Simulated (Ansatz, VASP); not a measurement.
This is a calculation of Ge for Ansatz 0.2.0.

The input input.yaml:

```yaml
crystal:
  lattice:
    - [1.397149, -2.600516, 0.0]
    - [1.397149, 2.600516, 0.0]
    - [0.0, 0.0, 2.698231]
  atoms:
    - { symbol: Ge, position: [0.5, 0.5, 0.0] }
kpoints:
  mp_grid: { grid: [11, 11, 10] }
scf:
  occupations: { method: fermi_dirac, width: 0.05 }
hamiltonian:
  xc: pbe
  pseudopotentials: { kind: all_electron, lapw: { basis_error: 0.0005 } }
output:
  forces: true
  stress: true
  eigenvalues: true
```

Potentials or basis: all-electron LAPW, scalar-relativistic.

Run with:

```bash
$ ansatz run input.yaml --threads 1 --pin off --max-ram 3072MiB --backend cpu --events-out ev --progress --plain --runs-dir out
```

Task: Translate it to VASP 6.6.1. Potentials there: VASP PAW PBE potentials, release 64 (Ge_d).

Result: As run (the cutoff follows the program's own potentials):

INCAR

```
ALGO     = Normal         # electronic algorithm
EDIFF    = 1E-6           # SCF threshold, eV
ENCUT    = 520            # plane-wave cutoff, eV
GGA      = PE             # functional
ISIF     = 2              # what is computed and relaxed
ISMEAR   = -1             # smearing method
LASPH    = True           # aspherical terms in the spheres
LCHARG   = True           # write CHGCAR
LELF     = True           # ELF
LREAL    = False          # projectors in reciprocal space
LVHAR    = True         
LWAVE    = False          # write WAVECAR
NBANDS   = 13             # bands
NELM     = 100            # most SCF steps
PREC     = Accurate       # precision mode
SIGMA    = 0.05           # smearing width, eV
```

File KPOINTS:

```
k-points
0
Gamma
  11 11 10
```

The input POSCAR:

```
Ge
1.0
    1.3971490000     -2.6005160000      0.0000000000
    1.3971490000      2.6005160000      0.0000000000
    0.0000000000      0.0000000000      2.6982310000
Ge
1
Direct
    0.5000000000      0.5000000000      0.0000000000
```

Potentials or basis: VASP PAW PBE potentials, release 64 (Ge_d).

Run with:

```bash
$ cat potpaw_PBE.64/Ge_d/POTCAR > POTCAR
$ mpirun -np 1 vasp_std > vasp.out
```

Both were run:

|  | VASP | Ansatz | Ansatz less VASP |
| --- | --- | --- | --- |
| gap on the k mesh at the Fermi level (eV) | none | none | - |
| pressure (GPa) | -0.8 | -0.6 | +0.22 |
| traceless stress, the component that is largest in VASP (GPa) | -1.92 | -1.93 | -0.009 |

A gap of «none» marks a metal or a gap that the smearing closes. Ansatz ran all-electron here, and VASP with PAW potentials.
